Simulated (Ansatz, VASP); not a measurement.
## Two plane-wave programs on Mo

```
CELL_PARAMETERS angstrom
2.66129 1.53650 8.94146
-2.66129 1.53650 8.94146
0.00000 -3.07299 8.94146
ATOMIC_POSITIONS crystal
Mo 0.04411 0.55048 0.04411
Mo 0.04411 0.04411 0.55048
Mo 0.55048 0.04411 0.04411
Mo 0.95589 0.44952 0.95589
Mo 0.44952 0.95589 0.95589
Mo 0.95589 0.95589 0.44952
Mo 0.20905 0.70255 0.20905
Mo 0.20905 0.20905 0.70255
Mo 0.70255 0.20905 0.20905
Mo 0.79095 0.29745 0.79095
Mo 0.29745 0.79095 0.79095
Mo 0.79095 0.79095 0.29745
```

Alike in both runs: functional PBEsol; k mesh 6 × 6 × 6; occupations gaussian, width 0.1 eV; no spin polarisation.

Ansatz relaxed the structure, and its values are those at the end. VASP's run is a single point on that final structure, the one shown.

|  | VASP | Ansatz |
| --- | --- | --- |
| version | VASP 6.6.1 | Ansatz 0.2.0 |
| potentials or method | VASP PAW PBE potentials, release 64 (Mo_sv), cutoff 520 eV | scalar-relativistic, plane waves, PAW |
| valence electrons in the cell | 168 | 168 |

```csv
,VASP,Ansatz,Ansatz less VASP
gap on the k mesh at the Fermi level (eV),none,none,-
pressure (GPa),0.5,0.0,-0.46
rms of the force components (eV/Å),0.008,0.003,-0.0052
```

VASP's potentials were made for PBE, not for PBEsol. A gap of «none» marks a metal or a gap that the smearing closes. The functional is the same, so the differences come from potentials, cutoffs and numerics.
